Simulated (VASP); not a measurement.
Runs of VASP 6.6.1 on ZnRe. The structure is that of space group P-6m2 (No. 187), or close to it. The cells are those of the table. 

```tsv
task	level	cell	k mesh	cutoff (eV)	gap on the mesh (eV)	pressure (GPa)
relaxation of cell and atoms	PBE	relaxed from a = 2.748, b = 2.748, c = 4.494 Å, angles 90.0, 90.0, 120.0°, 2 atoms	24 × 24 × 12	600	none	0.0
single point	revPBE	a = 2.743, b = 2.743, c = 4.477 Å, angles 90.0, 90.0, 120.0°, 2 atoms	24 × 24 × 12	520	none	(a)
single point	PBE	a = 2.743, b = 2.743, c = 4.477 Å, angles 90.0, 90.0, 120.0°, 2 atoms	24 × 24 × 12	520	none	0.0
single point	PBE	a = 2.748, b = 2.748, c = 4.494 Å, angles 90.0, 90.0, 120.0°, 2 atoms	6 × 6 × 4	520	none	-0.5
```

Alike in all rows: potentials or basis VASP PAW PBE potentials, release 64 (Zn, Re); no spin polarisation; smearing gaussian 0.1 eV.

Task: Estimate the missing entries.

Result: (a) 2.8.

Caveats: some runs use coarse meshes; spin-orbit coupling is left out, which moves the levels of the heavy elements; the PAW data sets were made with another functional, which shifts forces and pressure a little (some runs).

A k mesh can miss the band edges, and the runs leave out spin-orbit coupling on Re.

A gap of «none» marks levels without a gap at the run's occupations.
